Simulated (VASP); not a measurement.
Wanted: the native input for a VASP 6.6.1 run.

| Quantity | Value |
| --- | --- |
| Task | single point |
| Functional | PBE |
| Potentials or basis | VASP PAW PBE potentials, release 64 (Cd, S) |
| Cutoff | 520 eV |
| k mesh | 7 × 7 × 4 |
| Occupations | fermi-dirac, width 0.05 eV |
| Spin | no spin polarisation |
| Dipole correction | no |
| Further INCAR settings | ALGO = Normal; EDIFF = 1e-06; NBANDS = 26 |

The structure of CdS (Greenockite) lies in POSCAR:

```
CdS
1.0
    4.1500000000      0.0000000000      0.0000000000
   -2.0750000000      3.5940054257      0.0000000000
    0.0000000000      0.0000000000      6.7370000000
Cd S
2 2
Direct
    0.6666666667      0.3333333333      0.5000000000
    0.3333333333      0.6666666667      0.0000000000
    0.6666666667      0.3333333333      0.8750000000
    0.3333333333      0.6666666667      0.3750000000
```

The input as run:

INCAR

```
PREC = Accurate
ENCUT = 520
EDIFF = 1E-6
ISMEAR = -1
SIGMA = 0.05
LREAL = F
LASPH = T
NELM = 100
ALGO = Normal
ISIF = 2
LWAVE = F
LCHARG = F
GGA = PE
NBANDS = 26
```

KPOINTS

```
regular mesh
0
Gamma
  7 7 4
```

Potentials or basis: VASP PAW PBE potentials, release 64 (Cd, S).

Launch:

```sh
$ cat potpaw_PBE.64/Cd/POTCAR potpaw_PBE.64/S/POTCAR > POTCAR
$ mpirun -np 1 vasp_std > vasp.out
```

It gave:

* Pressure: 2.4 GPa
* Largest force: 0.069 eV/Å
* Band gap on the k mesh: 1.20 eV, direct

Wall time 26 s on 1 thread of Intel(R) Xeon(R) 6975P-C (Granite Rapids), on a shared host, peak memory 0.23 GiB.
